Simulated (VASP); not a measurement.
**Ta: single point with PBEsol**

Crystal: Ta.

```
CELL_PARAMETERS angstrom
2.69799 0.00000 0.00000
0.00000 2.69799 0.00000
0.00000 0.00000 2.69799
ATOMIC_POSITIONS crystal
Ta 0.00000 0.00000 0.00000
```

```yaml
Program: VASP 6.6.1
Task: single point
Functional: PBEsol
Potentials_or_basis: VASP PAW PBE potentials, release 64 (Ta_pv)
Cutoff: 520 eV
k_mesh: 12 × 12 × 12
Occupations: fermi-dirac, width 0.136057 eV
Spin: no spin polarisation
```

The pressure is 2.0 GPa.

Levels at points of the mesh, in eV from the Fermi level:
```csv
k point,band 4,band 5,band 6,band 7,band 8,band 9
"(0.00, 0.00, 0.00)",-7.46,-2.77,-2.77,6.47,6.47,6.47
"(0.50, 0.00, 0.00)",-3.86,-1.75,0.06,2.47,2.47,6.91
"(0.50, 0.50, 0.00)",-4.25,-1.44,3.31,3.31,5.40,5.40
"(0.50, 0.50, 0.50)",-2.52,-2.52,-2.52,7.58,9.51,9.51
```

Wall time 5.1 s on 1 thread of Intel(R) Xeon(R) 6975P-C (Granite Rapids), on a shared host, peak memory 0.13 GiB.

Caveat: the PAW data sets were made with another functional, which shifts forces and pressure a little; spin-orbit coupling is left out, which moves the levels of the heavy elements.
